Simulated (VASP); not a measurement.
# Al2H (Immm) in VASP: single point with PBE

Aim: the single point of Al2H with PBE.

Program: VASP 6.6.1. These are calculated values, not measurements. Logs are shortened: lines on timing, memory, paths and dates and some standing lists are left out, and cuts for length are marked.

## (1) The cell of the first run

It takes space group Immm (No. 71, orthorhombic). The conventional cell has a = 2.797 Å, b = 4.900 Å, c = 6.326 Å, α = 90.00°, β = 90.00°, γ = 90.00°. Within 2.3 Å of Al (site symmetry mm2) lie 1 H at 1.71 Å. Within 2.3 Å of H (site symmetry mmm) lie 2 Al at 1.71 Å.

## (2) Single point, PBE

Input file INCAR:

```
PREC = Accurate
ENCUT = 520
EDIFF = 1E-7
ISMEAR = 0
SIGMA = 0.1
LREAL = F
LASPH = T
NELM = 100
ALGO = Normal
ISIF = 2
LWAVE = F
LCHARG = F
GGA = PE
NBANDS = 10
```

Input file KPOINTS:

```
Automatic mesh
0
Gamma
  18 18 18
```

Input file POSCAR:

```
Al2H
1.0
   -1.3985551839      2.4500417115      3.1629231614
    1.3985551839     -2.4500417115      3.1629231614
    1.3985551839      2.4500417115     -3.1629231614
Al H
2 1
Direct
    0.7303233017      0.2303233017      0.5000000000
    0.2696766983      0.7696766983      0.5000000000
    0.0000000000      0.5000000000      0.5000000000
```

Potentials or basis: VASP PAW PBE potentials, release 64 (Al, H).

Started as:

```
$ cat potpaw_PBE.64/Al/POTCAR potpaw_PBE.64/H/POTCAR > POTCAR
$ mpirun -np 1 vasp_std > vasp.out
```

OUTCAR:

```text
PREC = Accurate
   ENCUT = 520
   EDIFF = 1E-7
   ISMEAR = 0
   LREAL = F
   LASPH = T
   NELM = 100
   ISIF = 2
   GGA = PE

 ion  position               nearest neighbor table
   1  0.730  0.230  0.500-   3 1.71   2 2.83   2 2.83   2 2.83   2 2.83   2 2.91
   2  0.270  0.770  0.500-   3 1.71   1 2.83   1 2.83   1 2.83   1 2.83   1 2.91
   3  0.000  0.500  0.500-   1 1.71   2 1.71

  LATTYP: Found a body centered orthorhombic cell.
 ALAT       =     2.7971103678
 B/A-ratio  =     1.7518377106
 C/A-ratio  =     2.2615647904

  Lattice vectors:

 A1 = (  -1.3985551839,   2.4500417115,   3.1629231614)
 A2 = (   1.3985551839,  -2.4500417115,   3.1629231614)
 A3 = (   1.3985551839,   2.4500417115,  -3.1629231614)

Analysis of symmetry for initial positions (statically):
=====================================================================
 Subroutine PRICEL returns:
 Original cell was already a primitive cell.

 Routine SETGRP: Setting up the symmetry group for a
 body centered orthorhombic supercell.

 Subroutine GETGRP returns: Found  8 space group operations
 (whereof  8 operations were pure point group operations)
 out of a pool of  8 trial point group operations.

The static configuration has the point symmetry D_2h.

Analysis of symmetry for dynamics (positions and initial velocities):
=====================================================================
 Subroutine PRICEL returns:
 Original cell was already a primitive cell.

 Routine SETGRP: Setting up the symmetry group for a
 body centered orthorhombic supercell.

 Subroutine GETGRP returns: Found  8 space group operations
 (whereof  8 operations were pure point group operations)
 out of a pool of  8 trial point group operations.

The dynamic configuration has the point symmetry D_2h.

 Subroutine INISYM returns: Found  8 space group operations
 (whereof  8 operations are pure point group operations),
 and found     1 'primitive' translations

----------------------------------------------------------------------------------------

                                     Primitive cell

  volume of cell :      43.3513

  direct lattice vectors                    reciprocal lattice vectors
    -1.398555184  2.450041711  3.162923161     0.000000000  0.204078158  0.158081615
     1.398555184 -2.450041711  3.162923161     0.357511813  0.000000000  0.158081615
     1.398555184  2.450041711 -3.162923161     0.357511813  0.204078158  0.000000000

  length of vectors
     4.238247741  4.238247741  4.238247741     0.258142773  0.390902153  0.411658343

  position of ions in fractional coordinates (direct lattice)
     0.730323302  0.230323302  0.500000000
     0.269676698  0.769676698  0.500000000
     0.000000000  0.500000000  0.500000000

  ion indices of the primitive-cell ions
   primitive index   ion index
                 1           1
                 2           2
                 3           3

----------------------------------------------------------------------------------------

 KPOINTS: Automatic mesh

Automatic generation of k-mesh.
 Grid dimensions read from file:
 generate k-points for:   18   18   18

 Generating k-lattice:

  Cartesian coordinates                     Fractional coordinates (reciprocal lattice)
     0.000000000  0.011337675  0.008782312     0.055555556 -0.000000000  0.000000000
     0.019861767  0.000000000  0.008782312     0.000000000  0.055555556  0.000000000
     0.019861767  0.011337675  0.000000000     0.000000000 -0.000000000  0.055555556

  Length of vectors
     0.014341265  0.021716786  0.022869908

  Shift w.r.t. Gamma in fractional coordinates (k-lattice)
     0.000000000  0.000000000  0.000000000

 Subroutine IBZKPT returns following result:
 ===========================================

 Found    865 irreducible k-points:

 Following reciprocal coordinates:
            Coordinates               Weight
  0.000000  0.000000  0.000000      1.000000
  0.055556 -0.000000  0.000000      4.000000
  0.111111 -0.000000  0.000000      4.000000
  0.166667  0.000000  0.000000      4.000000
  0.222222 -0.000000  0.000000      4.000000
  0.277778  0.000000 -0.000000      4.000000
[... 16 lines left out ...]
 -0.333333  0.055556 -0.000000      8.000000
 -0.277778  0.055556  0.000000      8.000000
 [... further k-points ...]
   k-points           NKPTS =    865   k-points in BZ     NKDIM =    865   number of bands    NBANDS=     10
   number of dos      NEDOS =    301   number of ions     NIONS =      3
   total plane-waves  NPLWV =  32768
   dimension x,y,z NGX =    32 NGY =   32 NGZ =   32
   dimension x,y,z NGXF=    64 NGYF=   64 NGZF=   64
   ions per type =               2   1
   NGX,Y,Z   is equivalent  to a cutoff of  12.55, 12.55, 12.55 a.u.
   NGXF,Y,Z  is equivalent  to a cutoff of  25.10, 25.10, 25.10 a.u.
 SYSTEM =  unknown system
   PREC   = accura    normal or accurate (medium, high low for compatibility)
   ISTART =      0    job   : 0-new  1-cont  2-samecut
   ICHARG =      2    charge: 1-file 2-atom 10-const
   ISPIN  =      1    spin polarized calculation?
   LNONCOLLINEAR =      F non collinear calculations
   LSORBIT =      F    spin-orbit coupling
   LASPH  =      T    aspherical Exc in radial PAW
   ENCUT  =  520.0 eV  38.22 Ry    6.18 a.u.   7.88  7.88  7.88*2*pi/ulx,y,z
   NELM   =    100;   NELMIN=  2; NELMDL= -5     # of ELM steps
   EDIFF  = 0.1E-06   stopping-criterion for ELM
   LREAL  =      F    real-space projection
   EDIFFG = 0.1E-05   stopping-criterion for IOM
   NSW    =      0    number of steps for IOM
   IBRION =     -1    ionic relax: 0-MD 1-quasi-New 2-CG
   NFREE  =      0    steps in history (QN), initial steepest desc. (CG)
   ISIF   =      2    stress and relaxation
   ISYM   =      2    0-nonsym 1-usesym 2-fastsym
   POTIM  = 0.5000    time-step for ionic-motion
   TEBEG  =    0.0;   TEEND  =   0.0 temperature during run
   PSTRESS=    0.0 pullay stress
   NELECT =       7.0000    total number of electrons
   NUPDOWN=      -1.0000    fix difference up-down
   EMIN   =  10.00;   EMAX   =-10.00  energy-range for DOS
   EFERMI =   0.00;   METHOD = LEGACY
   ISMEAR =     0;   SIGMA  =   0.10  broadening in eV -4-tet -1-fermi 0-gaus
   EFERMI_NEDOS =   21; number of points for ismear=-14 and -15
   IALGO  =     38    algorithm
   IMIX   =      4    mixing-type and parameters
     AMIX     =   0.40;   BMIX     =  1.00
     AMIX_MAG =   1.60;   BMIX_MAG =  1.00
  volume/ion in A,a.u.               =      14.45        97.52
  Fermi-wavevector in a.u.,A,eV,Ry     =   0.891470  1.684635 10.812815  0.794720
  Thomas-Fermi vector in A             =   2.013295
   LORBIT       =      0    0 simple, 1 ext, 2 COOP (PROOUT), +10 PAW based schemes
   GGA     = PE    functional components
   LHFCALC =     F    Hartree Fock is set to
   AEXX    =    0.0000 exact exchange contribution
   IVDW    =     0    specifies the selected vdW correction
   LEPSILON=     F    determine dielectric tensor
   LRPA    =     F    only Hartree local field effects (RPA)
 non-spin polarized calculation
 Gauss-broadening in eV      SIGMA  =   0.10
  energy-cutoff  :      520.00
  volume of cell :       43.35
 maximum number of plane-waves:      1183
   NGX = 15   NGY = 15   NGZ = 15

 number of electron       7.0000000 magnetization

 Free energy of the ion-electron system (eV)
  ---------------------------------------------------
  ext. energy  EPLUGINS =         0.00000000
  ---------------------------------------------------
  free energy    TOTEN  =       -10.26136139 eV

  energy without entropy =      -10.25770582  energy(sigma->0) =      -10.25953360

 E-fermi :   5.4201     XC(G=0):  -9.4290

 val. band max:        5.4199594378   @ k =  -0.3889  -0.0556   0.0556
 cond. band min:       5.4240703402   @ k =  -0.4444   0.4444   0.0556
 fundamental gap:      0.0041109023
 Fermi energy:         5.4200514249

 k-point     1 :       0.0000    0.0000    0.0000
  band No.  band energies     occupation
      1      -4.8278      2.00000
      2       2.7916      2.00000
      3       3.9819      2.00000
      4       4.8913      2.00000
      5       7.7329      0.00000
      6       9.0476      0.00000
      7       9.5202      0.00000
      8      15.3866      0.00000
      9      17.1237      0.00000
     10      18.0443      0.00000

 k-point     2 :       0.0556   -0.0000    0.0000
  band No.  band energies     occupation
      1      -4.7991      2.00000
      2       2.6639      2.00000
      3       3.6866      2.00000
      4       5.2670      1.96962
      5       7.8223      0.00000
      6       8.6349      0.00000
      7      10.0270      0.00000
      8      15.3663      0.00000
      9      17.0462      0.00000
     10      17.3983      0.00000

 k-point     3 :       0.1111   -0.0000    0.0000
  band No.  band energies     occupation
      1      -4.7131      2.00000
      2       2.2137      2.00000
      3       3.4145      2.00000
      4       5.8465      0.00000
      5       7.7386      0.00000
      6       8.5397      0.00000
      7      10.7496      0.00000
      8      15.3134      0.00000
      9      16.4776      0.00000
     10      17.0196      0.00000

 k-point     4 :       0.1667    0.0000    0.0000
  band No.  band energies     occupation
      1      -4.5706      2.00000
      2       1.5468      2.00000
      3       3.3303      2.00000
      4       6.3799      0.00000
      5       7.2626      0.00000
      6       9.1266      0.00000
      7      11.4937      0.00000
      8      15.2465      0.00000
      9      15.6449      0.00000
     10      16.8624      0.00000

 k-point     5 :       0.2222   -0.0000    0.0000
  band No.  band energies     occupation
      1      -4.3727      2.00000
      2       0.8304      2.00000
      3       3.3237      2.00000
      4       6.6835      0.00000
      5       6.9666      0.00000
      6       9.9422      0.00000
      7      12.1874      0.00000
      8      14.8898      0.00000
      9      15.1850      0.00000
     10      16.6288      0.00000

 k-point     6 :       0.2778    0.0000   -0.0000
  band No.  band energies     occupation
      1      -4.1216      2.00000
      2       0.1287      2.00000
      3       3.3536      2.00000
      4       6.2829      0.00000
      5       7.4274      0.00000
      6      10.7961      0.00000
      7      12.6506      0.00000
      8      14.4549      0.00000
      9      15.1436      0.00000
     10      16.2755      0.00000
[... 183 lines left out ...]
 k-point    21 :      -0.4444    0.0556   -0.0000
  band No.  band energies     occupation
      1      -3.2167      2.00000
      2      -1.3879      2.00000
      3       3.3359      2.00000
      4       5.7242      0.00002
      5       9.3428      0.00000
      6      10.4805      0.00000
      7      13.1431      0.00000
      8      13.8160      0.00000
      9      15.2093      0.00000
     10      16.2679      0.00000

 k-point    22 :      -0.3889    0.0556    0.0000
  band No.  band energies     occupation
      1      -3.5567      2.00000
      2      -0.8487      2.00000
      3       3.2323      2.00000
      4       6.0173      0.00000
      5       8.7598      0.00000
      6      10.9997      0.00000
      7      12.8306      0.00000
      8      13.7555      0.00000
      9      14.6714      0.00000
     10      15.7812      0.00000

 k-point    23 :      -0.3333    0.0556   -0.0000
  band No.  band energies     occupation
      1      -3.8799      2.00000
      2      -0.2241      2.00000
      3       3.1506      2.00000
      4       6.3778      0.00000
      5       8.1948      0.00000
      6      11.0601      0.00000
      7      12.5291      0.00000
      8      13.6936      0.00000
      9      14.3804      0.00000
     10      15.5169      0.00000

 k-point    24 :      -0.2778    0.0556    0.0000
  band No.  band energies     occupation
      1      -4.1612      2.00000
      2       0.4555      2.00000
      3       3.0992      2.00000
      4       6.7809      0.00000
      5       7.6713      0.00000
      6      10.4605      0.00000
      7      12.2031      0.00000
      8      13.9467      0.00000
      9      14.3143      0.00000
     10      15.5403      0.00000

 [... further k-points ...]
[... 5 lines left out ...]
  --------------------------------------------------------------------------------------
  -------------------------------------------------------------------------------------
  Total       -0.0194796     -0.0212187     -0.0342450     -0.0000000      0.0000000      0.0000000
  in kB       -0.7199270     -0.7842010     -1.2656286     -0.0000000      0.0000000      0.0000000
  external PRESSURE =      -0.9232522 kB  Pullay stress =       0.0000000 kB

 VOLUME and BASIS-vectors are now :
 -----------------------------------------------------------------------------
  energy-cutoff  :      520.00
  volume of cell :       43.35
      direct lattice vectors                 reciprocal lattice vectors
    -1.398555184  2.450041711  3.162923161     0.000000000  0.204078158  0.158081615
     1.398555184 -2.450041711  3.162923161     0.357511813  0.000000000  0.158081615
     1.398555184  2.450041711 -3.162923161     0.357511813  0.204078158  0.000000000

 POSITION                                       TOTAL-FORCE (eV/Angst)
 -----------------------------------------------------------------------------------
      0.00000      2.45004      1.45699        -0.000000      0.000000      0.003411
      1.39856      0.00000      1.70593         0.000000     -0.000000     -0.003411
      1.39856      0.00000      0.00000        -0.000000      0.000000      0.000000
 -----------------------------------------------------------------------------------
    total drift:                               -0.000000     -0.000000      0.000000

  FREE ENERGIE OF THE ION-ELECTRON SYSTEM (eV)
  ---------------------------------------------------
  free  energy   TOTEN  =       -10.2613613894 eV

  energy  without entropy=      -10.2577058193  energy(sigma->0) =      -10.25953360
```

Run time: 2.4 min. Hardware: 1 thread of Intel Xeon 6975P-C (Granite Rapids), shared host; peak memory 0.45 GiB.

Results:

| Quantity | Value |
| --- | --- |
| Free energy | -10.2614 eV |
| Pressure | -0.1 GPa |
| Largest force | 0.003 eV/Å |
| Band gap on the k mesh | zero (an odd number of electrons rules out a gap without spin polarisation) |

Forces in eV/Å, atoms in the order of the input:
```
Al   0.000  0.000  0.003
Al   0.000  0.000 -0.003
H    0.000  0.000  0.000
```

Levels at points of the mesh, in eV from the Fermi level:
```tsv
k point	band 1	band 2	band 3	band 4	band 5	band 6	band 7	band 8
(0.00, 0.00, 0.00)	-10.25	-2.63	-1.44	-0.53	2.31	3.63	4.10	9.97
(0.50, 0.00, 0.00)	-8.40	-7.26	-1.88	-0.08	4.16	4.68	8.66	9.88
(0.00, 0.50, 0.00)	-5.94	-4.04	-1.34	1.30	1.68	1.69	3.75	3.89
(0.50, 0.50, 0.00)	-5.66	-3.41	-1.39	-1.35	-0.38	2.38	5.93	7.64
(0.50, 0.50, 0.50)	-6.97	-6.92	-4.19	-3.46	5.62	7.93	8.77	10.44
```
